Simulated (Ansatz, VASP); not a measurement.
# GaH in VASP and in Ansatz

```
CELL_PARAMETERS angstrom
3.12464 0.00000 0.00000
-1.56232 2.70602 0.00000
0.00000 0.00000 2.75564
ATOMIC_POSITIONS crystal
Ga 0.00000 0.00000 0.50000
H 0.66667 0.33333 0.00000
```

Change from the starting cell: species swapped into the TaN type (P-6m2, No. 187).

Alike in both runs: functional PBE; k mesh 5 × 5 × 5; occupations gaussian, width 0.15 eV; no spin polarisation.

Ansatz relaxed the structure, and its values are those at the end. VASP's run is a single point on that final structure, the one shown.

|  | VASP | Ansatz |
| --- | --- | --- |
| version | VASP 6.6.1 | Ansatz 0.2.0 |
| potentials or method | VASP PAW PBE potentials, release 64 (Ga_d, H), cutoff 500 eV | scalar-relativistic, plane waves, PAW |
| valence electrons in the cell | 14 | 14 |

|  | VASP | Ansatz | Ansatz less VASP |
| --- | --- | --- | --- |
| gap on the k mesh at the Fermi level (eV) | none | none | - |
| pressure (GPa) | 0.0 | -0.1 | -0.05 |

A gap of «none» marks a metal or a gap that the smearing closes. The functional is the same, so the differences come from potentials, cutoffs and numerics.

The k mesh is coarse, so the values compare programs but aren't converged.
